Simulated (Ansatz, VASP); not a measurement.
**Two plane-wave programs on Au**

```
Au
1.0
     0.00000    2.04166    2.04166
     2.04166    0.00000    2.04166
     2.04166    2.04166    0.00000
Au
1
Cartesian
  0.0000 0.0000 0.0000
```

Alike in both runs: task single point; functional PBEsol; k mesh 20 × 20 × 20; no spin polarisation.

|  | VASP | Ansatz |
| --- | --- | --- |
| version | VASP 6.6.1 | Ansatz 0.2.0 |
| potentials or method | VASP PAW PBE potentials, release 64 (Au) | scalar-relativistic, plane waves, PAW |
| plane-wave cutoff (eV) | 500 | 420 |
| occupations | tetrahedron | tetrahedron-uncorrected |
| valence electrons in the cell | 11 | 19 |

```tsv
	VASP	Ansatz	Ansatz less VASP
gap on the k mesh at the Fermi level (eV)	none	none	-
pressure (GPa)	-0.2	0.1	+0.29
```

VASP's potentials were made for PBE, not for PBEsol. A gap of «none» marks a metal or a gap that the smearing closes. VASP's potentials hold 11 valence electrons a cell and Ansatz's 19, so a difference there can come from the potentials and not from the codes. Ansatz's warnings: band table not solved further.

Spin-orbit coupling is off throughout.
